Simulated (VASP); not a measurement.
A run of VASP 6.6.1:

INCAR

```
PREC = Accurate
ENCUT = 520
EDIFF = 1E-7
ISMEAR = 0
SIGMA = 0.027000000000000003
LREAL = False
LASPH = True
NELM = 80
ALGO = Normal
ISIF = 2
LWAVE = False
LCHARG = True
GGA = PE
LELF = True
LVHAR = True
NBANDS = 16
```

Contents of KPOINTS:

```
Automatic mesh
0
Gamma
  7 7 7
```

The input POSCAR:

```
CdTe
1.0
    0.0000000000      3.2050000000      3.2050000000
    3.2050000000      0.0000000000      3.2050000000
    3.2050000000      3.2050000000      0.0000000000
Te Cd
1 1
Direct
    0.7500000000      0.7500000000      0.7500000000
    0.0000000000      0.0000000000      0.0000000000
```

Potentials or basis: VASP PAW PBE potentials, release 64 (Te, Cd).

Run with:

```bash
$ cat potpaw_PBE.64/Te/POTCAR potpaw_PBE.64/Cd/POTCAR > POTCAR
$ mpirun -np 1 vasp_std > vasp.out
```

Hardware: 1 thread of Intel(R) Xeon(R) Platinum 8488C (Sapphire Rapids), on a shared host.

Task: Estimate the wall time of this run.

Result: It took 21 s on 1 thread of Intel(R) Xeon(R) Platinum 8488C (Sapphire Rapids) (shared host), peak memory 0.21 GiB. Counts: scf iterations 16, k points 20.
